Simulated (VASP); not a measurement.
# Pb (P6_3/mmc) in VASP: notebook

Pb is run at these levels: PBE+D3(BJ); tasks: single point.

All numbers are computed with VASP 6.6.1; they aren't measurements. Logs are shortened: lines on timing, memory, paths and dates and some standing lists are left out, and cuts for length are marked.

## 1. The cell of the first run

The structure is hexagonal, space group P6_3/mmc (No. 194). Conventional cell: a = 3.342 Å, b = 3.342 Å, c = 5.520 Å, α = 90.00°, β = 90.00°, γ = 120.00°. Pb (site symmetry -6m2) has 12 Pb at 3.34 to 3.37 Å within 4.4 Å.

This isn't the form of Pb at room conditions, which is fcc.

## 2. Single point, PBE+D3(BJ) (26.69 Å³/atom)

Contents of INCAR:

```
SYSTEM = Pb
PREC = Accurate
ENCUT = 520
EDIFF = 1E-6
ISMEAR = 0
SIGMA = 0.1
LREAL = .False.
LASPH = .True.
NELM = 60
ALGO = Fast
ISIF = 2
LWAVE = .False.
LCHARG = .False.
GGA = PE
IVDW = 12
NBANDS = 21
```

Contents of KPOINTS:

```
regular mesh
0
Gamma
  15 15 8
  0 0 0
```

Contents of POSCAR:

```
Pb
1.0
    3.3418347643      0.0000000000      0.0000000000
   -1.6709173822      2.8941138011      0.0000000000
    0.0000000000      0.0000000000      5.5195211836
Pb
2
Direct
    0.3333333333      0.6666666667      0.2500000000
    0.6666666667      0.3333333333      0.7500000000
```

Potentials or basis: VASP PAW PBE potentials, release 64 (Pb_d).

The run is started by

```console
> cat potpaw_PBE.64/Pb_d/POTCAR > POTCAR
> mpirun -np 1 vasp_std > vasp.out
```

OUTCAR:

```text
SYSTEM = Pb
   PREC = Accurate
   ENCUT = 520
   EDIFF = 1E-6
   ISMEAR = 0
   LREAL = .False.
   LASPH = .True.
   NELM = 60
   ISIF = 2
   GGA = PE
   IVDW = 12
 IVDW          = 12

 ion  position               nearest neighbor table
   1  0.333  0.667  0.250-   2 3.37   2 3.37   2 3.37   2 3.37   2 3.37   2 3.37
   2  0.667  0.333  0.750-   1 3.37   1 3.37   1 3.37   1 3.37   1 3.37   1 3.37

  LATTYP: Found a hexagonal cell.
 ALAT       =     3.3418347643
 C/A-ratio  =     1.6516439540

  Lattice vectors:

 A1 = (   3.3418347643,   0.0000000000,   0.0000000000)
 A2 = (  -1.6709173822,   2.8941138011,   0.0000000000)
 A3 = (   0.0000000000,   0.0000000000,   5.5195211836)

Analysis of symmetry for initial positions (statically):
=====================================================================
 Subroutine PRICEL returns:
 Original cell was already a primitive cell.

 Routine SETGRP: Setting up the symmetry group for a
 hexagonal supercell.

 Subroutine GETGRP returns: Found 24 space group operations
 (whereof 12 operations were pure point group operations)
 out of a pool of 24 trial point group operations.

The static configuration has the point symmetry D_3d.
 The point group associated with its full space group is D_6h.

Analysis of symmetry for dynamics (positions and initial velocities):
=====================================================================
 Subroutine PRICEL returns:
 Original cell was already a primitive cell.

 Routine SETGRP: Setting up the symmetry group for a
 hexagonal supercell.

 Subroutine GETGRP returns: Found 24 space group operations
 (whereof 12 operations were pure point group operations)
 out of a pool of 24 trial point group operations.

The dynamic configuration has the point symmetry D_3d.
 The point group associated with its full space group is D_6h.

 Subroutine INISYM returns: Found 24 space group operations
 (whereof 12 operations are pure point group operations),
 and found     1 'primitive' translations

----------------------------------------------------------------------------------------

                                     Primitive cell

  volume of cell :      53.3829

  direct lattice vectors                    reciprocal lattice vectors
     3.341834764  0.000000000  0.000000000     0.299236818  0.172764457  0.000000000
    -1.670917382  2.894113801  0.000000000     0.000000000  0.345528914  0.000000000
     0.000000000  0.000000000  5.519521184     0.000000000  0.000000000  0.181175136

  length of vectors
     3.341834764  3.341834764  5.519521184     0.345528914  0.345528914  0.181175136

  position of ions in fractional coordinates (direct lattice)
     0.333333333  0.666666667  0.250000000
     0.666666667  0.333333333  0.750000000

  ion indices of the primitive-cell ions
   primitive index   ion index
                 1           1
                 2           2

----------------------------------------------------------------------------------------

 KPOINTS: regular mesh

Automatic generation of k-mesh.
 Grid dimensions read from file:
 generate k-points for:   15   15    8

 Generating k-lattice:

  Cartesian coordinates                     Fractional coordinates (reciprocal lattice)
     0.019949121  0.011517630  0.000000000     0.066666667  0.000000000  0.000000000
     0.000000000  0.023035261  0.000000000     0.000000000  0.066666667  0.000000000
     0.000000000  0.000000000  0.022646892     0.000000000  0.000000000  0.125000000

  Length of vectors
     0.023035261  0.023035261  0.022646892

  Shift w.r.t. Gamma in fractional coordinates (k-lattice)
     0.000000000  0.000000000  0.000000000

 Subroutine IBZKPT returns following result:
 ===========================================

 Found    135 irreducible k-points:

 Following reciprocal coordinates:
            Coordinates               Weight
  0.000000  0.000000  0.000000      1.000000
  0.066667  0.000000  0.000000      6.000000
  0.133333  0.000000  0.000000      6.000000
  0.200000 -0.000000  0.000000      6.000000
  0.266667  0.000000  0.000000      6.000000
  0.333333 -0.000000  0.000000      6.000000
[... 16 lines left out ...]
  0.333333  0.200000  0.000000     12.000000
  0.400000  0.200000  0.000000      6.000000
 [... further k-points ...]
   k-points           NKPTS =    135   k-points in BZ     NKDIM =    135   number of bands    NBANDS=     21
   number of dos      NEDOS =    301   number of ions     NIONS =      2
   total plane-waves  NPLWV =  32928
   dimension x,y,z NGX =    28 NGY =   28 NGZ =   42
   dimension x,y,z NGXF=    56 NGYF=   56 NGZF=   84
   ions per type =               2
   NGX,Y,Z   is equivalent  to a cutoff of  13.93, 13.93, 12.65 a.u.
   NGXF,Y,Z  is equivalent  to a cutoff of  27.86, 27.86, 25.30 a.u.
 SYSTEM =  Pb
   PREC   = accura    normal or accurate (medium, high low for compatibility)
   ISTART =      0    job   : 0-new  1-cont  2-samecut
   ICHARG =      2    charge: 1-file 2-atom 10-const
   ISPIN  =      1    spin polarized calculation?
   LNONCOLLINEAR =      F non collinear calculations
   LSORBIT =      F    spin-orbit coupling
   LASPH  =      T    aspherical Exc in radial PAW
   ENCUT  =  520.0 eV  38.22 Ry    6.18 a.u.   6.21  6.21 10.26*2*pi/ulx,y,z
   NELM   =     60;   NELMIN=  2; NELMDL= -5     # of ELM steps
   EDIFF  = 0.1E-05   stopping-criterion for ELM
   LREAL  =      F    real-space projection
   EDIFFG = 0.1E-04   stopping-criterion for IOM
   NSW    =      0    number of steps for IOM
   IBRION =     -1    ionic relax: 0-MD 1-quasi-New 2-CG
   NFREE  =      0    steps in history (QN), initial steepest desc. (CG)
   ISIF   =      2    stress and relaxation
   ISYM   =      2    0-nonsym 1-usesym 2-fastsym
   POTIM  = 0.5000    time-step for ionic-motion
   TEBEG  =    0.0;   TEEND  =   0.0 temperature during run
   PSTRESS=    0.0 pullay stress
   NELECT =      28.0000    total number of electrons
   NUPDOWN=      -1.0000    fix difference up-down
   EMIN   =  10.00;   EMAX   =-10.00  energy-range for DOS
   EFERMI =   0.00;   METHOD = LEGACY
   ISMEAR =     0;   SIGMA  =   0.10  broadening in eV -4-tet -1-fermi 0-gaus
   EFERMI_NEDOS =   21; number of points for ismear=-14 and -15
   IALGO  =     68    algorithm
   IMIX   =      4    mixing-type and parameters
     AMIX     =   0.40;   BMIX     =  1.00
     AMIX_MAG =   1.60;   BMIX_MAG =  1.00
  volume/ion in A,a.u.               =      26.69       180.12
  Fermi-wavevector in a.u.,A,eV,Ry     =   1.320262  2.494934 23.716209  1.743092
  Thomas-Fermi vector in A             =   2.450101
   LORBIT       =      0    0 simple, 1 ext, 2 COOP (PROOUT), +10 PAW based schemes
   GGA     = PE    functional components
   LHFCALC =     F    Hartree Fock is set to
   AEXX    =    0.0000 exact exchange contribution
   IVDW    =    12    specifies the selected vdW correction
   LEPSILON=     F    determine dielectric tensor
   LRPA    =     F    only Hartree local field effects (RPA)
 non-spin polarized calculation
 RMM-DIIS sequential band-by-band and
 Gauss-broadening in eV      SIGMA  =   0.10
  energy-cutoff  :      520.00
  volume of cell :       53.38
 maximum number of plane-waves:      1472
 NGX is ok and might be reduce to    28
   NGX = 13   NGY = 13   NGZ = 21

 number of electron      27.9999996 magnetization

 Free energy of the ion-electron system (eV)
  ---------------------------------------------------
  ext. energy  EPLUGINS =         0.00000000
  ---------------------------------------------------
  free energy    TOTEN  =        -6.81470765 eV

  energy without entropy =       -6.81011096  energy(sigma->0) =       -6.81240930

 E-fermi :   8.8144     XC(G=0): -10.8150

 val. band max:        8.8118387112   @ k =   0.2667   0.0000   0.5000
 cond. band min:       8.8207493595   @ k =   0.4000   0.2000   0.0000
 fundamental gap:      0.0089106482
 Fermi energy:         8.8144133474

 k-point     1 :       0.0000    0.0000    0.0000
  band No.  band energies     occupation
      1      -8.4716      2.00000
      2      -8.4077      2.00000
      3      -8.3743      2.00000
      4      -8.3743      2.00000
      5      -8.3433      2.00000
      6      -8.3433      2.00000
[... 13 lines left out ...]
     20      18.4011      0.00000
     21      20.7492      0.00000

 k-point     2 :       0.0667    0.0000    0.0000
  band No.  band energies     occupation
      1      -8.4639      2.00000
      2      -8.4120      2.00000
      3      -8.3641      2.00000
      4      -8.3587      2.00000
      5      -8.3422      2.00000
      6      -8.3284      2.00000
[... 13 lines left out ...]
     20      18.9375      0.00000
     21      20.2167      0.00000

 k-point     3 :       0.1333    0.0000    0.0000
  band No.  band energies     occupation
      1      -8.4665      2.00000
      2      -8.4032      2.00000
      3      -8.3550      2.00000
      4      -8.3164      2.00000
      5      -8.3143      2.00000
      6      -8.2856      2.00000
[... 13 lines left out ...]
     20      19.3000      0.00000
     21      19.7215      0.00000

 k-point     4 :       0.2000   -0.0000    0.0000
  band No.  band energies     occupation
      1      -8.4992      2.00000
      2      -8.3810      2.00000
      3      -8.3477      2.00000
      4      -8.3221      2.00000
      5      -8.2967      2.00000
      6      -8.2558      2.00000
[... 13 lines left out ...]
     20      18.8832      0.00000
     21      19.6911      0.00000

 k-point     5 :       0.2667    0.0000    0.0000
  band No.  band energies     occupation
      1      -8.5400      2.00000
      2      -8.3954      2.00000
      3      -8.3698      2.00000
      4      -8.3211      2.00000
      5      -8.3030      2.00000
      6      -8.1834      2.00000
[... 13 lines left out ...]
     20      18.4518      0.00000
     21      19.8846      0.00000
[... 382 lines left out ...]
     20      19.8278      0.00000
     21      20.5193      0.00000

 k-point    22 :       0.2667    0.2000    0.0000
  band No.  band energies     occupation
      1      -8.4682      2.00000
      2      -8.4595      2.00000
      3      -8.3845      2.00000
      4      -8.3488      2.00000
      5      -8.2417      2.00000
      6      -8.2160      2.00000
[... 13 lines left out ...]
     20      19.8651      0.00000
     21      21.7345      0.00000

 k-point    23 :       0.3333    0.2000    0.0000
  band No.  band energies     occupation
      1      -8.4961      2.00000
      2      -8.4754      2.00000
      3      -8.3465      2.00000
      4      -8.3436      2.00000
      5      -8.2410      2.00000
      6      -8.2228      2.00000
[... 13 lines left out ...]
     20      19.7056      0.00000
     21      22.6587      0.00000

 k-point    24 :       0.4000    0.2000    0.0000
  band No.  band energies     occupation
      1      -8.5060      2.00000
      2      -8.4811      2.00000
      3      -8.3396      2.00000
      4      -8.3338      2.00000
      5      -8.2520      2.00000
      6      -8.2071      2.00000
[... 13 lines left out ...]
     20      19.6472      0.00000
     21      23.1850      0.00000

 [... further k-points ...]

------------------------ aborting loop because EDIFF is reached ----------------------------------------

 Edisp (eV)   -0.93378

 E8    (eV) :    -0.4734

  FORCE on cell =-STRESS in cart. coord.  units (eV):
  Direction    XX          YY          ZZ          XY          YZ          ZX
  --------------------------------------------------------------------------------------
  -------------------------------------------------------------------------------------
  Total       2.60716     2.60716     2.63688    -0.00000     0.00000     0.00000
  in kB      78.24854    78.24854    79.14053    -0.00000     0.00000     0.00000
  external pressure =       78.55 kB  Pullay stress =        0.00 kB

 VOLUME and BASIS-vectors are now :
 -----------------------------------------------------------------------------
  energy-cutoff  :      520.00
  volume of cell :       53.38
      direct lattice vectors                 reciprocal lattice vectors
     3.341834764  0.000000000  0.000000000     0.299236818  0.172764457  0.000000000
    -1.670917382  2.894113801  0.000000000     0.000000000  0.345528914  0.000000000
     0.000000000  0.000000000  5.519521184     0.000000000  0.000000000  0.181175136

 POSITION                                       TOTAL-FORCE (eV/Angst)
 -----------------------------------------------------------------------------------
     -0.00000      1.92941      1.37988        -0.000000      0.000000      0.000000
      1.67092      0.96470      4.13964         0.000000     -0.000000      0.000000
 -----------------------------------------------------------------------------------
    total drift:                                0.000000     -0.000000      0.000000

  FREE ENERGIE OF THE ION-ELECTRON SYSTEM (eV)
  ---------------------------------------------------
  free  energy   TOTEN  =        -7.7484913167 eV

  energy  without entropy=       -7.7438946248  energy(sigma->0) =       -7.74619297
```

Run time: 4.7 min. Hardware: 1 thread of Intel Xeon 8259CL, shared host; peak memory 0.27 GiB.

Results:

```yaml
Free_energy: -7.7485 eV
Pressure: 7.9 GPa
Band_gap_on_the_k_mesh: zero (bands 14 and 15 overlap by 8.92 eV)
Dispersion_energy_per_atom: -0.467 eV
```

Stress tensor (GPa, compression positive):
```
7.82 0.00 0.00
0.00 7.82 0.00
0.00 0.00 7.91
```

Caveat: the cell stands under pressure; spin-orbit coupling is left out, which moves the levels of the heavy elements.

## 3. Single point, PBE+D3(BJ) (27.60 Å³/atom)

This run uses another cell than the first one, of 27.60 Å³/atom.

Contents of INCAR:

```
ALGO = Fast
EDIFF = 1E-7
ENCUT = 520
GGA = PE
ISIF = 2
ISMEAR = 0
IVDW = 12
LASPH = T
LCHARG = T
LELF = T
LREAL = F
LVHAR = T
LWAVE = F
NBANDS = 21
NELM = 60
PREC = Accurate
SIGMA = 0.1
```

Contents of KPOINTS:

```
k-points
0
Gamma
  15 15 8
```

Contents of POSCAR:

```
Pb
1.0
    3.3793866126      0.0000000000      0.0000000000
   -1.6896933063      2.9266346558      0.0000000000
    0.0000000000      0.0000000000      5.5815434669
Pb
2
Direct
    0.3333333333      0.6666666667      0.2500000000
    0.6666666667      0.3333333333      0.7500000000
```

Potentials or basis: VASP PAW PBE potentials, release 64 (Pb_d).

The run is started by

```console
> cat potpaw_PBE.64/Pb_d/POTCAR > POTCAR
> mpirun -np 1 vasp_std > vasp.out
```

Wall time 5.9 min (1 thread of Intel Xeon 8259CL, shared host); peak memory 0.27 GiB.

The run converged. Its results:

| Item | Value |
| --- | --- |
| Free energy | -7.8241 eV |
| Pressure | 5.3 GPa |
| Band gap on the k mesh | zero (bands 14 and 15 overlap by 8.61 eV) |
| Dispersion energy per atom | -0.451 eV |

Levels at points of the mesh, in eV from the Fermi level:
```csv
k point,band 11,band 12,band 13,band 14,band 15,band 16,band 17,band 18
"(0.00, 0.00, 0.00)",-12.42,-8.32,-4.70,6.27,6.27,8.08,8.22,8.22
"(0.00, 0.00, 0.50)",-11.11,-11.11,0.78,0.78,7.19,7.19,7.19,7.19
```

Caveat: the cell stands under pressure; spin-orbit coupling is left out, which moves the levels of the heavy elements.

[end of part 1 of 2]

The gap in the log of VASP goes by the Fermi energy; the results here count the filled bands.